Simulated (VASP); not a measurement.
Wanted: the native input for a VASP 6.6.1 run.

```
Task                   : single point
Functional             : PBE
Potentials or basis    : VASP PAW PBE potentials, release 64 (Al, N)
Cutoff                 : 520 eV
k mesh                 : 12 × 12 × 6
Occupations            : gaussian, width 0.02 eV
Spin                   : no spin polarisation
Dipole correction      : no
Further INCAR settings : ALGO = Normal; EDIFF = 1e-06; NBANDS = 16
```

The structure of AlN lies in POSCAR:

```
AlN
1.0
    3.1302084198      0.0000000000      0.0000000000
   -1.5651042099      2.7108400106      0.0000000000
    0.4516238990      0.0000000000      5.0180433220
Al N
2 2
Direct
    0.6618515788      0.3335201099      0.5000137471
    0.3283314689      0.6664798901      1.0000137471
    0.6704257732      0.3310345940      0.8799862529
    0.3393911792      0.6689654060      0.3799862529
```

This cell differs from its parent crystal: shear of c along a, cell held: +9.0 %, then relaxed in part.

The input as run:

INCAR

```
ALGO = Normal ; EDIFF = 1E-6
ENCUT = 520 ; GGA = PE
ISIF = 2 ; ISMEAR = 0
LASPH = True ; LCHARG = False
LREAL = False ; LWAVE = False
NBANDS = 16 ; NELM = 60
PREC = Accurate ; SIGMA = 0.02
```

KPOINTS

```
k-points
0
Gamma
  12 12 6
```

Potentials or basis: VASP PAW PBE potentials, release 64 (Al, N).

Command:

```bash
$ cat potpaw_PBE.64/Al/POTCAR potpaw_PBE.64/N/POTCAR > POTCAR
$ mpirun -np 1 vasp_std > vasp.out
```

It gave:

The pressure is -0.5 GPa and the largest force is 0.005 eV/Å. The band gap on the k mesh is 3.76 eV.

Caveat: the cell differs from its parent crystal (shear of c along a, cell held: +9.0 %, then relaxed in part).

It took 3.3 min on 1 thread of Intel Xeon 8259CL, on a shared host, peak memory 0.26 GiB.
